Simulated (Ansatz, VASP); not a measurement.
## CdSe: VASP and Ansatz over several settings

```
Cd Se
1.0
     0.00000    3.11067    3.11067
     3.11067    0.00000    3.11067
     3.11067    3.11067    0.00000
Cd Se
1 1
Direct
  0.00000 0.00000 0.00000
  0.25000 0.25000 0.25000
```

Single points on this cell with VASP 6.6.1 and Ansatz 0.2.0. Each row is one pair of runs. Alike in all rows: smearing: fermi-dirac, width 0.05 eV; VASP's potentials, cutoff: VASP PAW PBE potentials, release 64 (Cd, Se), 520 eV.

```tsv
level	spin	k mesh	Ansatz's potentials, cutoff	gap on the k mesh at the Fermi level (eV), VASP	gap on the k mesh at the Fermi level (eV), Ansatz	least direct gap on the mesh (eV), VASP	least direct gap on the mesh (eV), Ansatz	pressure (GPa), VASP	pressure (GPa), Ansatz
BHLYP	off	4 × 4 × 4	Ansatz PAW, 420 eV	?	3.65	?	3.65	?	-0.6
r2SCANh	off	4 × 4 × 4	Ansatz PAW, 500 eV	1.48	1.47	1.48	1.47	-2.0	-2.1
r2SCAN0	off	4 × 4 × 4	Ansatz PAW, 500 eV	2.35	2.31	2.35	2.31	-2.5	-2.5
PBE	non-collinear, zero start, SOC	8 × 8 × 8	Ansatz PAW, 420 eV	-	-	-	-	-0.3	-0.6
```

Task: Fill in what VASP gave in row 1.

Result: gap on the k mesh at the Fermi level (eV): 3.75; least direct gap on the mesh (eV): 3.75; pressure (GPa): -0.7.

VASP's potentials hold 18 valence electrons a cell and Ansatz's 36, so a difference there can come from the potentials and not from the codes.

The k mesh is coarse in some rows, so the values compare programs but aren't converged.
